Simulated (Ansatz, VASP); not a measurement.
## Hf: VASP beside Ansatz

The input INCAR:

```
PREC = Accurate
ENCUT = 500
EDIFF = 1E-7
ISMEAR = 0
SIGMA = 0.1
LREAL = False
LASPH = True
NELM = 120
ALGO = Normal
ISIF = 3
LWAVE = False
LCHARG = False
IBRION = 2
NSW = 70
EDIFFG = -0.005
GGA_COMPAT = False
NELMIN = 4
```

File KPOINTS:

```
Automatic mesh
0
Gamma
  15 15 8
```

File POSCAR:

```
Hf
1.0
    3.2046233997      0.0000000000      0.0000000000
   -1.6023116998      2.7752852737      0.0000000000
    0.0000000000      0.0000000000      5.0676571121
Hf
2
Direct
    0.3333333333      0.6666666667      0.2500000000
    0.6666666667      0.3333333333      0.7500000000
```

Input for Ansatz:

```yaml
crystal:
  lattice:
    - [3.2046233997, 0.0, 0.0]
    - [-1.6023116998, 2.7752852737, 0.0]
    - [0.0, 0.0, 5.0676571121]
  atoms:
    - { symbol: Hf, position: [0.3333333333, 0.6666666667, 0.25] }
    - { symbol: Hf, position: [0.6666666667, 0.3333333333, 0.75] }
basis:
  ecutwfc: 420
kpoints:
  mp_grid: { grid: [15, 15, 8] }
hamiltonian:
  xc: lda
scf:
  occupations: { method: gaussian, width: 0.1 }
output:
  forces: true
  stress: true
  eigenvalues: true
  write_density: true
  write_potential: true
  elf: true
  volumetric_format: npy
relax:
  adjacent_minimum: "off"
  f_tol: 0.005
  max_steps: 50
  cell: { stress_tol: 0.05 }
```

Alike in both runs: task relaxation of cell and atoms; functional LDA; k mesh 15 × 15 × 8; occupations gaussian, width 0.1 eV; no spin polarisation.

```csv
,VASP,Ansatz
version,VASP 6.6.1,Ansatz 0.2.0
potentials or method,"VASP PAW LDA potentials, release 64 (Hf_pv), cutoff 500 eV","scalar-relativistic, plane waves, PAW"
valence electrons in the cell,20,52
```

Ansatz gave:

```
gap on the k mesh at the Fermi level, each at its own relaxed structure (eV) : none
relaxed volume (Å³/atom)                                                     : 20.83
relaxed cell length with the largest relative difference (Å)                 : 3.121
```

Q: Which values does VASP return?

A: gap on the k mesh at the Fermi level, each at its own relaxed structure (eV): none; relaxed volume (Å³/atom): 20.85; relaxed cell length with the largest relative difference (Å): 3.122.

LDA's correlation is that of Perdew and Zunger in VASP and of Perdew and Wang (1992) in Ansatz. A gap of «none» marks a metal or a gap that the smearing closes. VASP's potentials hold 20 valence electrons a cell and Ansatz's 52, so a difference there can come from the potentials and not from the codes.

Spin-orbit coupling is off throughout.
